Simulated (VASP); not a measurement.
# Al (Cmce) in VASP: notebook

Runs on Al. Level: r2SCAN. Tasks: single point.

All numbers are computed with VASP 6.6.1; they aren't measurements. Logs are shortened: lines on timing, memory, paths and dates and some standing lists are left out, and cuts for length are marked.

**1. The cell of the first run**

The structure is orthorhombic, space group Cmce (No. 64). The conventional cell has a = 4.341 Å, b = 7.357 Å, c = 4.347 Å, α = 90.00°, β = 90.00°, γ = 90.00°. Within 3.1 Å of Al (site symmetry m) lie 7 Al at 2.35 to 2.69 Å.

**2. Single point, r2SCAN**

Input file POSCAR:

```
Al
1.0
    2.1705443755     -3.6786701935      0.0000000000
    2.1705443755      3.6786701935      0.0000000000
    0.0000000000      0.0000000000      4.3468631391
Al
4
Direct
    0.1525000000      0.8475000000      0.0785000000
    0.6525000000      0.3475000000      0.4215000000
    0.8475000000      0.1525000000      0.9215000000
    0.3475000000      0.6525000000      0.5785000000
```

Input file INCAR.step1:

```
SYSTEM = Al
PREC = Accurate ; ENCUT = 520
ISMEAR = 0 ; SIGMA = 0.1
LREAL = .FALSE. ; LASPH = .TRUE.
NELM = 100 ; NBANDS = 14
GGA = PE ; ALGO = Normal
EDIFF = 1E-4 ; LWAVE = .TRUE.
LCHARG = .FALSE.
```

Input file INCAR.step2:

```
SYSTEM = Al
PREC = Accurate ; ENCUT = 520
EDIFF = 1E-6 ; ISMEAR = 0
SIGMA = 0.1 ; LREAL = .FALSE.
LASPH = .TRUE. ; NELM = 100
ALGO = Normal ; ISIF = 2
LWAVE = .FALSE. ; LCHARG = .TRUE.
METAGGA = R2SCAN ; LMIXTAU = .TRUE.
LELF = .TRUE. ; LVHAR = .TRUE.
NBANDS = 14 ; ISTART = 1
```

Input file KPOINTS:

```
Automatic mesh
0
G
  6 6 4
  0 0 0
```

Potentials or basis: VASP PAW PBE potentials, release 64 (Al).

The run is started by

```console
$ cat potpaw_PBE.64/Al/POTCAR > POTCAR
$ cp INCAR.step1 INCAR
$ mpirun -np 1 vasp_std > vasp.out
$ cp INCAR.step2 INCAR
$ mpirun -np 1 vasp_std > vasp.out
```

OUTCAR:

```text
SYSTEM = Al
   PREC = Accurate
   ENCUT = 520
   EDIFF = 1E-6
   ISMEAR = 0
   LREAL = .FALSE.
   LASPH = .TRUE.
   NELM = 100
   ISIF = 2
   METAGGA = R2SCAN
   ISTART = 1

 ion  position               nearest neighbor table
   1  0.153  0.847  0.078-   3 2.35   4 2.60   4 2.60   2 2.63   2 2.63   3 2.69   3 2.69
   2  0.653  0.347  0.422-   4 2.35   3 2.60   3 2.60   1 2.63   1 2.63   4 2.69   4 2.69
   3  0.847  0.153  0.922-   1 2.35   2 2.60   2 2.60   4 2.63   4 2.63   1 2.69   1 2.69
   4  0.347  0.653  0.578-   2 2.35   1 2.60   1 2.60   3 2.63   3 2.63   2 2.69   2 2.69

  LATTYP: Found a base centered orthorhombic cell.
 ALAT       =     4.3410887510
 B/A-ratio  =     1.6948145521
 C/A-ratio  =     1.0013301705

  Lattice vectors:

 A1 = (   2.1705443755,  -3.6786701935,   0.0000000000)
 A2 = (   2.1705443755,   3.6786701935,   0.0000000000)
 A3 = (   0.0000000000,   0.0000000000,   4.3468631391)

Analysis of symmetry for initial positions (statically):
=====================================================================
 Subroutine PRICEL returns:
 Original cell was already a primitive cell.

 Routine SETGRP: Setting up the symmetry group for a
 base centered orthorhombic supercell.

 Subroutine GETGRP returns: Found  8 space group operations
 (whereof  4 operations were pure point group operations)
 out of a pool of  8 trial point group operations.

The static configuration has the point symmetry C_2h.
 The point group associated with its full space group is D_2h.

Analysis of symmetry for dynamics (positions and initial velocities):
=====================================================================
 Subroutine PRICEL returns:
 Original cell was already a primitive cell.

 Routine SETGRP: Setting up the symmetry group for a
 base centered orthorhombic supercell.

 Subroutine GETGRP returns: Found  8 space group operations
 (whereof  4 operations were pure point group operations)
 out of a pool of  8 trial point group operations.

The dynamic configuration has the point symmetry C_2h.
 The point group associated with its full space group is D_2h.

 Subroutine INISYM returns: Found  8 space group operations
 (whereof  4 operations are pure point group operations),
 and found     1 'primitive' translations

----------------------------------------------------------------------------------------

                                     Primitive cell

  volume of cell :      69.4169

[... 99 lines left out ...]
   ISYM   =      2    0-nonsym 1-usesym 2-fastsym
   POTIM  = 0.5000    time-step for ionic-motion
   TEBEG  =    0.0;   TEEND  =   0.0 temperature during run
   PSTRESS=    0.0 pullay stress
   NELECT =      12.0000    total number of electrons
   NUPDOWN=      -1.0000    fix difference up-down
   EMIN   =  10.00;   EMAX   =-10.00  energy-range for DOS
   EFERMI =   0.00;   METHOD = LEGACY
   ISMEAR =     0;   SIGMA  =   0.10  broadening in eV -4-tet -1-fermi 0-gaus
   EFERMI_NEDOS =   21; number of points for ismear=-14 and -15
   IALGO  =     38    algorithm
   IMIX   =      4    mixing-type and parameters
     AMIX     =   0.40;   BMIX     =  1.00
     AMIX_MAG =   1.60;   BMIX_MAG =  1.00
  volume/ion in A,a.u.               =      17.35       117.11
  Fermi-wavevector in a.u.,A,eV,Ry     =   0.911969  1.723372 11.315795  0.831687
  Thomas-Fermi vector in A             =   2.036310
   LORBIT       =      0    0 simple, 1 ext, 2 COOP (PROOUT), +10 PAW based schemes
   METAGGA = R2SCAN    functional components
   LHFCALC =     F    Hartree Fock is set to
   AEXX    =    0.0000 exact exchange contribution
   IVDW    =     0    specifies the selected vdW correction
   LEPSILON=     F    determine dielectric tensor
   LRPA    =     F    only Hartree local field effects (RPA)
 non-spin polarized calculation
 Gauss-broadening in eV      SIGMA  =   0.10
  energy-cutoff  :      520.00
  volume of cell :       69.42
 maximum number of plane-waves:      1892
   NGX = 15   NGY = 15   NGZ = 17

 number of electron      12.0000000 magnetization

 Free energy of the ion-electron system (eV)
  ---------------------------------------------------
  ext. energy  EPLUGINS =         0.00000000
  ---------------------------------------------------
  free energy    TOTEN  =       -25.52425820 eV

  energy without entropy =      -25.52248215  energy(sigma->0) =      -25.52337017

 E-fermi :   7.1253     XC(G=0): -10.3887

 val. band max:        7.0557922874   @ k =   0.3333   0.3333   0.0000
 cond. band min:       7.1553797226   @ k =   0.0000   0.0000   0.2500
 fundamental gap:      0.0995874352
 Fermi energy:         7.1253312039

 k-point     1 :       0.0000    0.0000    0.0000
  band No.  band energies     occupation
      1      -4.1404      2.00000
      2       3.4460      2.00000
      3       3.8624      2.00000
      4       4.9764      2.00000
      5       6.0311      2.00000
      6       6.7253      2.00000
      7       7.3401      0.00239
      8       7.5551      0.00000
      9       8.1560      0.00000
     10      12.5837      0.00000
     11      13.0076      0.00000
     12      13.5140      0.00000
     13      14.0939      0.00000
     14      14.2190      0.00000
[... 377 lines left out ...]
      1      -1.7193      2.00000
      2       0.7782      2.00000
      3       1.8779      2.00000
      4       2.4097      2.00000
      5       4.7020      2.00000
      6       5.7967      2.00000
      7       7.4283      0.00002
      8       9.5275      0.00000
      9      10.8340      0.00000
     10      11.6870      0.00000
     11      12.9837      0.00000
     12      13.8154      0.00000
     13      14.6094      0.00000
     14      16.2498      0.00000

 [... further k-points ...]
[... 5 lines left out ...]
  --------------------------------------------------------------------------------------
  -------------------------------------------------------------------------------------
  Total        3.3685109     11.3360588      5.6685926      0.0000000      0.0000000      0.0000000
  in kB       77.7468945    261.6418360    130.8339164      0.0000000      0.0000000      0.0000000
  external PRESSURE =     156.7408823 kB  Pullay stress =       0.0000000 kB

 VOLUME and BASIS-vectors are now :
 -----------------------------------------------------------------------------
  energy-cutoff  :      520.00
  volume of cell :       69.42
      direct lattice vectors                 reciprocal lattice vectors
     2.170544376 -3.678670193  0.000000000     0.230356958 -0.135918681  0.000000000
     2.170544376  3.678670193  0.000000000     0.230356958  0.135918681  0.000000000
     0.000000000  0.000000000  4.346863139     0.000000000  0.000000000  0.230050951

 POSITION                                       TOTAL-FORCE (eV/Angst)
 -----------------------------------------------------------------------------------
      2.17054      2.55668      0.34123         0.000000     -1.091500      0.149325
      2.17054     -1.12199      1.83220         0.000000     -1.091500     -0.149325
      2.17054     -2.55668      4.00563         0.000000      1.091500     -0.149325
      2.17054      1.12199      2.51466         0.000000      1.091500      0.149325
 -----------------------------------------------------------------------------------
    total drift:                                0.000000     -0.000000      0.000000

  FREE ENERGIE OF THE ION-ELECTRON SYSTEM (eV)
  ---------------------------------------------------
  free  energy   TOTEN  =       -25.5242581966 eV

  energy  without entropy=      -25.5224821461  energy(sigma->0) =      -25.52337017
```

It took 32 s on 1 thread of Intel Xeon 6975P-C (Granite Rapids), shared host; peak memory 0.18 GiB.

What came out:

* Free energy: -25.5243 eV
* Pressure: 15.7 GPa
* Largest force: 1.102 eV/Å
* Band gap on the k mesh: zero (band 6 reaches 7.44 eV, above the bottom of band 7 at 6.51 eV)

Forces on the atoms (eV/Å):
```
Al   0.000 -1.091  0.149
Al   0.000 -1.091 -0.149
Al   0.000  1.091 -0.149
Al   0.000  1.091  0.149
```

Levels at points of the mesh, in eV from the Fermi level:
```csv
k point,band 3,band 4,band 5,band 6,band 7,band 8,band 9,band 10
"(0.00, 0.00, 0.00)",-3.26,-2.15,-1.09,-0.40,0.21,0.43,1.03,5.46
"(0.50, 0.00, 0.00)",-3.03,-3.03,-1.53,-1.53,0.48,0.48,4.53,4.53
"(0.50, 0.50, 0.00)",-3.77,-2.94,-1.91,-1.06,0.37,0.53,3.37,3.88
"(0.00, 0.00, 0.50)",-0.39,-0.39,-0.07,-0.07,1.04,1.04,2.58,2.58
"(0.50, 0.00, 0.50)",-6.29,-6.29,-1.74,-1.74,0.35,0.35,7.44,7.44
"(0.50, 0.50, 0.50)",-5.43,-5.43,-1.88,-1.88,-0.61,-0.61,7.29,7.29
```

Caveat: the k points lie up to 0.36 Å⁻¹ apart; the PAW data sets were made with another functional, which shifts forces and pressure a little.

**3. Single point, r2SCAN**

This run uses another cell than the first one, of 20.31 Å³/atom, 1.170 times its volume.

Input file POSCAR:

```
Al
1.0
    2.2089738632     -4.0148270180      0.0000000000
    2.2089738632      4.0148270180      0.0000000000
    0.0000000000      0.0000000000      4.5807757851
Al
4
Direct
    0.1558910274      0.8441089726      0.0700067624
    0.6558910274      0.3441089726      0.4299932376
    0.8441089726      0.1558910274      0.9299932376
    0.3441089726      0.6558910274      0.5700067624
```

Input file INCAR.step1:

```
  PREC = Accurate
  ENCUT = 520
  ISMEAR = 0
  SIGMA = 0.1
  LREAL = False
  LASPH = True
  NELM = 100
  NBANDS = 14
  GGA = PE
  ALGO = Normal
  EDIFF = 1E-4
  LWAVE = True
  LCHARG = False
```

Input file INCAR.step2:

```
  PREC = Accurate
  ENCUT = 520
  EDIFF = 1E-6
  ISMEAR = 0
  SIGMA = 0.1
  LREAL = False
  LASPH = True
  NELM = 100
  ALGO = Normal
  ISIF = 2
  LWAVE = False
  LCHARG = False
  METAGGA = R2SCAN
  LMIXTAU = True
  NBANDS = 14
  ISTART = 1
```

Input file KPOINTS:

```
regular mesh
0
Gamma
  12 12 10
```

Potentials or basis: VASP PAW PBE potentials, release 64 (Al).

The run is started by

```console
$ cat potpaw_PBE.64/Al/POTCAR > POTCAR
$ cp INCAR.step1 INCAR
$ mpirun -np 1 vasp_std > vasp.out
$ cp INCAR.step2 INCAR
$ mpirun -np 1 vasp_std > vasp.out
```

OUTCAR:

```text
PREC = Accurate
   ENCUT = 520
   EDIFF = 1E-6
   ISMEAR = 0
   LREAL = False
   LASPH = True
   NELM = 100
   ISIF = 2
   METAGGA = R2SCAN
   ISTART = 1

 ion  position               nearest neighbor table
   1  0.156  0.844  0.070-   3 2.58   4 2.74   4 2.74   3 2.75   3 2.75   2 2.76   2 2.76
   2  0.656  0.344  0.430-   4 2.58   3 2.74   3 2.74   4 2.75   4 2.75   1 2.76   1 2.76
   3  0.844  0.156  0.930-   1 2.58   2 2.74   2 2.74   1 2.75   1 2.75   4 2.76   4 2.76
   4  0.344  0.656  0.570-   2 2.58   1 2.74   1 2.74   2 2.75   2 2.75   3 2.76   3 2.76

  LATTYP: Found a base centered orthorhombic cell.
 ALAT       =     4.4179477264
 B/A-ratio  =     1.8175077057
 C/A-ratio  =     1.0368560401

  Lattice vectors:

 A1 = (   2.2089738632,  -4.0148270180,   0.0000000000)
 A2 = (   2.2089738632,   4.0148270180,   0.0000000000)
 A3 = (   0.0000000000,   0.0000000000,   4.5807757851)

Analysis of symmetry for initial positions (statically):
=====================================================================
 Subroutine PRICEL returns:
 Original cell was already a primitive cell.

 Routine SETGRP: Setting up the symmetry group for a
[... 185 lines left out ...]
      2       2.1865      2.00000
      3       2.5201      2.00000
      4       3.7828      2.00000
      5       4.3283      2.00000
      6       5.3313      2.00000
      7       5.9196      0.01255
      8       6.4170      0.00000
      9       6.4872      0.00000
     10      10.4899      0.00000
     11      11.4386      0.00000
     12      11.4860      0.00000
     13      11.6580      0.00000
     14      12.0694      0.00000
[... 377 lines left out ...]
      1      -3.4806      2.00000
      2       0.0540      2.00000
      3       0.9120      2.00000
      4       3.5092      2.00000
      5       3.7315      2.00000
      6       5.2640      2.00000
      7       7.3636      0.00000
      8       7.5215      0.00000
      9       7.7636      0.00000
     10       8.2418      0.00000
     11       8.9971      0.00000
     12      11.2195      0.00000
     13      12.6182      0.00000
     14      13.9351      0.00000

 [... further k-points ...]
[... 5 lines left out ...]
  --------------------------------------------------------------------------------------
  -------------------------------------------------------------------------------------
  Total       -0.1220538     -0.1286272     -0.1216150      0.0000000     -0.0000000      0.0000000
  in kB       -2.4067738     -2.5363958     -2.3981213      0.0000000     -0.0000000      0.0000000
  external PRESSURE =      -2.4470969 kB  Pullay stress =       0.0000000 kB

 VOLUME and BASIS-vectors are now :
 -----------------------------------------------------------------------------
  energy-cutoff  :      520.00
  volume of cell :       81.25
      direct lattice vectors                 reciprocal lattice vectors
     2.208973863 -4.014827018  0.000000000     0.226349441 -0.124538367  0.000000000
     2.208973863  4.014827018  0.000000000     0.226349441  0.124538367  0.000000000
     0.000000000  0.000000000  4.580775785     0.000000000  0.000000000  0.218303634

 POSITION                                       TOTAL-FORCE (eV/Angst)
 -----------------------------------------------------------------------------------
      2.20897      2.76308      0.32069         0.000000     -0.012094      0.007260
      2.20897     -1.25175      1.96970         0.000000     -0.012094     -0.007260
      2.20897     -2.76308      4.26009         0.000000      0.012094     -0.007260
      2.20897      1.25175      2.61107         0.000000      0.012094      0.007260
 -----------------------------------------------------------------------------------
    total drift:                               -0.000000     -0.000000     -0.000000

  FREE ENERGIE OF THE ION-ELECTRON SYSTEM (eV)
  ---------------------------------------------------
  free  energy   TOTEN  =       -26.1434806963 eV

  energy  without entropy=      -26.1408133640  energy(sigma->0) =      -26.14214703
```

OUTCAR.step1:

```text
PREC = Accurate
   ENCUT = 520
   ISMEAR = 0
   LREAL = False
   LASPH = True
[... 640 lines left out ...]
      2.20897      2.76308      0.32069         0.000000      0.031405     -0.020685
      2.20897     -1.25175      1.96970         0.000000      0.031405      0.020685
      2.20897     -2.76308      4.26009         0.000000     -0.031405      0.020685
      2.20897      1.25175      2.61107         0.000000     -0.031405     -0.020685
 -----------------------------------------------------------------------------------
    total drift:                               -0.000000     -0.000000     -0.000000

  FREE ENERGIE OF THE ION-ELECTRON SYSTEM (eV)
  ---------------------------------------------------
  free  energy   TOTEN  =       -14.2578251313 eV

  energy  without entropy=      -14.2546967032  energy(sigma->0) =      -14.25626092
```

OSZICAR.step1:

```text
N       E                     dE             d eps       ncg     rms          rms(c)
DAV:   1     0.576045844445E+01    0.57605E+01   -0.40588E+03  7224   0.663E+02
DAV:   2    -0.136524328607E+02   -0.19413E+02   -0.18244E+02  9290   0.821E+01
DAV:   3    -0.143184176401E+02   -0.66598E+00   -0.66217E+00  9586   0.131E+01
DAV:   4    -0.143266285120E+02   -0.82109E-02   -0.82101E-02  8556   0.180E+00
DAV:   5    -0.143268072055E+02   -0.17869E-03   -0.17869E-03  9582   0.273E-01    0.284E+00
DAV:   6    -0.142846017172E+02    0.42205E-01   -0.18563E-02  8844   0.622E-01    0.173E+00
DAV:   7    -0.142579741654E+02    0.26628E-01   -0.34663E-02  8868   0.897E-01    0.164E-01
DAV:   8    -0.142577878718E+02    0.18629E-03   -0.32890E-03  8298   0.306E-01    0.872E-02
DAV:   9    -0.142578251313E+02   -0.37260E-04   -0.18496E-04  8552   0.752E-02
   1 F= -.14257825E+02 E0= -.14256261E+02  d E =-.312843E-02
```

It took 5 min on 1 thread of Intel Xeon 6975P-C (Granite Rapids), shared host; peak memory 0.36 GiB.

What came out:

* Free energy: -26.1435 eV
* Pressure: -0.2 GPa
* Largest force: 0.014 eV/Å
* Band gap on the k mesh: zero (band 6 reaches 6.10 eV, above the bottom of band 7 at 5.09 eV)

Forces on the atoms (eV/Å):
```
Al   0.000 -0.012  0.007
Al   0.000 -0.012 -0.007
Al   0.000  0.012 -0.007
Al   0.000  0.012  0.007
```

Caveat: the PAW data sets were made with another functional, which shifts forces and pressure a little.
